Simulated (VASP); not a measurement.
The system is VI.

```
CELL_PARAMETERS angstrom
3.84597 0.00000 0.00000
0.00000 3.84597 0.00000
0.00000 0.00000 3.84597
ATOMIC_POSITIONS crystal
V 0.00000 0.00000 0.00000
I 0.50000 0.50000 0.50000
```

```yaml
Program: VASP 6.6.1
Task: relaxation of cell and atoms
Functional: r2SCAN
Potentials_or_basis: VASP PAW PBE potentials, release 64 (V_sv, I)
Cutoff: 600 eV
k_mesh: 4 × 4 × 4
Occupations: gaussian, width 0.1 eV
Spin: collinear spin, ferromagnetic start
Starting_moments: "[3.9, 0.0] μB"
```

At the start: pressure -4.1 GPa; volume 28.44 Å³/atom.

Problem. Where does the relaxation end?

Solution. Over 3 steps the energy falls by 54.4 meV/atom and the volume is 24.95 Å³/atom (-12.3 %); space group Pm-3m (No. 221, to 0.1 Å) before and after; moment 3.91 μB per cell.

The path:
```tsv
step	energy change (eV)	largest force (eV/Å)	pressure (GPa)	volume (Å³)
1	0.0000	0.0000	-4.09	56.89
2	-0.1043	0.0000	-1.16	51.12
3	-0.1087	0.0000	-0.05	49.90
```

Final structure:
```
V I
1.0
     3.68156    0.00000    0.00000
     0.00000    3.68156    0.00000
     0.00000    0.00000    3.68156
V I
1 1
Direct
  0.00000 0.00000 0.00000
  0.50000 0.50000 0.50000
```

Caveat: the k points lie up to 0.43 Å⁻¹ apart in the final cell; the PAW data sets were made with another functional, which shifts forces and pressure a little.
